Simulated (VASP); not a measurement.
A run of VASP 6.6.1 is set up as follows.

Contents of INCAR:

```
SYSTEM = Cs2Gd
PREC = Accurate
ENCUT = 520
EDIFF = 1E-6
ISMEAR = 0
SIGMA = 0.1
LREAL = .FALSE.
LASPH = .TRUE.
NELM = 150
ALGO = Normal
ISIF = 2
LWAVE = .FALSE.
LCHARG = .TRUE.
ISPIN = 2
MAGMOM = 0 0 7
LORBIT = 11
LMAXMIX = 6
GGA = PE
LELF = .TRUE.
LVHAR = .TRUE.
NBANDS = 29
```

File KPOINTS:

```
regular mesh
0
G
  4 4 4
  0 0 0
```

Contents of POSCAR:

```
Cs2Gd
1.0
    0.0000000000      5.0477982706      5.0477982706
    5.0477982706      0.0000000000      5.0477982706
    5.0477982706      5.0477982706      0.0000000000
Cs Gd
2 1
Direct
    0.2500000000      0.2500000000      0.2500000000
    0.7500000000      0.7500000000      0.7500000000
    0.0000000000      0.0000000000      0.0000000000
```

Potentials or basis: VASP PAW PBE potentials, release 64 (Cs_sv, Gd).

Run with:

```bash
$ cat potpaw_PBE.64/Cs_sv/POTCAR potpaw_PBE.64/Gd/POTCAR > POTCAR
$ mpirun -np 1 vasp_std > vasp.out
```

Predict the pressure.

0.2 GPa.

What does it give for the net moment?

9.26 μB per cell.

 The state reached can hang on the start; a lower one may exist.
